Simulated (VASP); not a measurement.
Write the native input for VASP 6.6.1 that does the following.

* Task: single point
* Functional: PBEsol
* Potentials or basis: VASP PAW PBE potentials, release 64 (Si, C)
* Cutoff: 520 eV
* k mesh: 18 × 18 × 18
* Occupations: gaussian, width 0.05 eV
* Spin: no spin polarisation
* Dipole correction: no
* Further INCAR settings: ALGO = Normal; EDIFF = 1e-06; NBANDS = 11

The structure of SiC (Moissanite 3C) lies in POSCAR:

```
SiC
1.0
    0.0000000000      2.0554101347      2.0554101347
    2.0554101347      0.0000000000      2.0554101347
    2.0554101347      2.0554101347      0.0000000000
Si C
1 1
Direct
    0.0000000000      0.0000000000      0.0000000000
    0.2500000000      0.2500000000      0.2500000000
```

This cell differs from its parent crystal: volume scaled by 0.840.

These files were run (other wordings do the same):

INCAR

```
SYSTEM = SiC
  PREC = Accurate
  ENCUT = 520
  EDIFF = 1E-6
  ISMEAR = 0
  SIGMA = 0.05
  LREAL = .FALSE.
  LASPH = .TRUE.
  NELM = 100
  ALGO = Normal
  ISIF = 2
  LWAVE = .FALSE.
  LCHARG = .TRUE.
  GGA = PS
  LELF = .TRUE.
  LVHAR = .TRUE.
  NBANDS = 11
```

KPOINTS

```
Automatic mesh
0
G
  18 18 18
  0 0 0
```

Potentials or basis: VASP PAW PBE potentials, release 64 (Si, C).

Command:

```bash
$ cat potpaw_PBE.64/Si/POTCAR potpaw_PBE.64/C/POTCAR > POTCAR
$ mpirun -np 1 vasp_std > vasp.out
```

It gave:

```
Pressure               : 54.4 GPa
Band gap on the k mesh : 1.06 eV, indirect (least direct gap 4.60 eV)
```

Caveat: the PAW data sets were made with another functional, which shifts forces and pressure a little.

It took 18 s on 1 thread of Intel(R) Xeon(R) Platinum 8488C (Sapphire Rapids) (shared host), peak memory 0.16 GiB.
